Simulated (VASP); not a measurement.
Write the native input for VASP 6.6.1 that does the following.

- Task: single point
- Functional: LDA
- Potentials or basis: VASP PAW LDA potentials, release 64 (Ti_sv, Al)
- Cutoff: 520 eV
- k mesh: 14 × 14 × 14
- Occupations: gaussian, width 0.15 eV
- Spin: no spin polarisation
- Dipole correction: no
- Further INCAR settings: ALGO = Fast; EDIFF = 1e-07; NBANDS = 18

The structure of TiAl3 lies in POSCAR:

```
TiAl3
1.0
   -1.8200019252      2.0278294055      4.2417642881
    1.8200019252     -2.0278294055      4.2417642881
    1.8200019252      2.0278294055     -4.2417642881
Ti Al
1 3
Direct
    0.0000000000      0.0000000000      0.0000000000
    0.5000000000      0.5000000000      0.0000000000
    0.7500000000      0.2500000000      0.5000000000
    0.2500000000      0.7500000000      0.5000000000
```

This cell differs from its parent crystal: normal strain along x -0.0367, normal strain along y +0.0733.

One way to write it, as run:

INCAR

```
ALGO = Fast ; EDIFF = 1E-7
ENCUT = 520 ; ISIF = 2
ISMEAR = 0 ; LASPH = T
LCHARG = F ; LREAL = F
LWAVE = F ; NBANDS = 18
NELM = 60 ; PREC = Accurate
SIGMA = 0.15
```

KPOINTS

```
k-points
0
Gamma
  14 14 14
```

Potentials or basis: VASP PAW LDA potentials, release 64 (Ti_sv, Al).

Run with:

```bash
$ cat potpaw_LDA.64/Ti_sv/POTCAR potpaw_LDA.64/Al/POTCAR > POTCAR
$ mpirun -np 1 vasp_std > vasp.out
```

It gave:

| Property | Result |
| --- | --- |
| Pressure | -3.3 GPa |
| Largest force | 0.083 eV/Å |
| Band gap on the k mesh | zero (an odd number of electrons rules out a gap without spin polarisation) |

Caveat: the cell differs from its parent crystal (normal strain along x -0.0367, normal strain along y +0.0733); the cell stands under tension.

Run time: 17 min on 1 thread of Intel(R) Xeon(R) 6975P-C (Granite Rapids) (shared host), peak memory 0.55 GiB.
